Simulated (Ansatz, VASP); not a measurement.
## MgO: VASP beside Ansatz

File POSCAR:

```
MgO
1.0
    0.0000000000      2.3061600000      2.3061600000
    2.3061600000      0.0000000000      2.3061600000
    2.3061600000      2.3061600000      0.0000000000
Mg O
1 1
Direct
    0.5000000000      0.5000000000      0.5000000000
    0.7500000000      0.7500000000      0.7500000000
```

INCAR.step1

```
SYSTEM = MgO
PREC     = Accurate       ! precision mode
ENCUT    = 600            ! plane-wave cutoff, eV
EDIFF    = 1E-5           ! SCF threshold, eV
ISMEAR   = -1             ! smearing method
SIGMA    = 0.05           ! smearing width, eV
LREAL    = .FALSE.        ! projectors in reciprocal space
LASPH    = .TRUE.         ! aspherical terms in the spheres
NELM     = 80             ! most SCF steps
ALGO     = Normal         ! electronic algorithm
LWAVE    = .TRUE.         ! write WAVECAR
LCHARG   = .FALSE.        ! write CHGCAR
GGA      = PE             ! functional
NBANDS   = 11             ! bands
```

Contents of INCAR.step2:

```
SYSTEM = MgO
PREC     = Accurate       ! precision mode
ENCUT    = 600            ! plane-wave cutoff, eV
EDIFF    = 1E-6           ! SCF threshold, eV
ISMEAR   = -1             ! smearing method
SIGMA    = 0.05           ! smearing width, eV
LREAL    = .FALSE.        ! projectors in reciprocal space
LASPH    = .TRUE.         ! aspherical terms in the spheres
NELM     = 80             ! most SCF steps
ALGO     = Normal         ! electronic algorithm
ISIF     = 3              ! what is computed and relaxed
LWAVE    = .FALSE.        ! write WAVECAR
LCHARG   = .FALSE.        ! write CHGCAR
GGA      = PE             ! functional
LHFCALC  = .TRUE.         ! exact exchange
AEXX     = 1.0            ! exact-exchange fraction
ALDAC    = 0.0          
AGGAC    = 0.0          
PRECFOCK = Normal       
IBRION   = 2              ! ionic algorithm
NSW      = 60             ! ionic steps
EDIFFG   = -0.01          ! ionic threshold
ISTART   = 1
```

KPOINTS

```
regular mesh
0
G
  5 5 5
  0 0 0
```

input

```
crystal:
  lattice:
    - [0.0, 2.30616, 2.30616]
    - [2.30616, 0.0, 2.30616]
    - [2.30616, 2.30616, 0.0]
  atoms:
    - { symbol: Mg, position: [0.5, 0.5, 0.5] }
    - { symbol: O, position: [0.75, 0.75, 0.75] }
hamiltonian:
  xc: hf
  pseudopotentials: { kind: paw }
kpoints:
  mp_grid: { grid: [5, 5, 5] }
scf:
  occupations: { method: fermi_dirac, width: 0.05 }
output:
  forces: true
  stress: true
  eigenvalues: true
relax:
  f_tol: 0.01
  max_steps: 40
  cell: { stress_tol: 0.05 }
```

Alike in both runs: task relaxation of cell and atoms; functional HF; k mesh 5 × 5 × 5; occupations fermi-dirac, width 0.05 eV; no spin polarisation.

|  | VASP | Ansatz |
| --- | --- | --- |
| version | VASP 6.6.1 | Ansatz 0.2.0 |
| potentials or method | VASP PAW PBE potentials, release 64 (Mg, O) | Ansatz PAW |
| plane-wave cutoff (eV) | 600 | 420 |
| valence electrons in the cell | 8 | 16 |

|  | VASP | Ansatz | Ansatz less VASP |
| --- | --- | --- | --- |
| gap on the k mesh at the Fermi level, each at its own relaxed structure (eV) | 13.82 | 13.87 | +0.050 |
| relaxed volume (Å³/atom) | 11.79 | 11.75 | -0.041 |
| relaxed cell length with the largest relative difference (Å) | 3.219 | 3.215 | -0.0038 |

VASP's potentials were made for PBE, not for HF. VASP's potentials hold 8 valence electrons a cell and Ansatz's 16, so a difference there can come from the potentials and not from the codes.

The k mesh is coarse, so the values compare programs but aren't converged. Noted on Ansatz's run: odd divisions of the mesh miss points on the zone boundary, where band edges often lie, so the gap on the mesh can be too wide; the plane-wave basis is chosen anew once the cell has moved, so the energies of steps on either side of that aren't comparable.
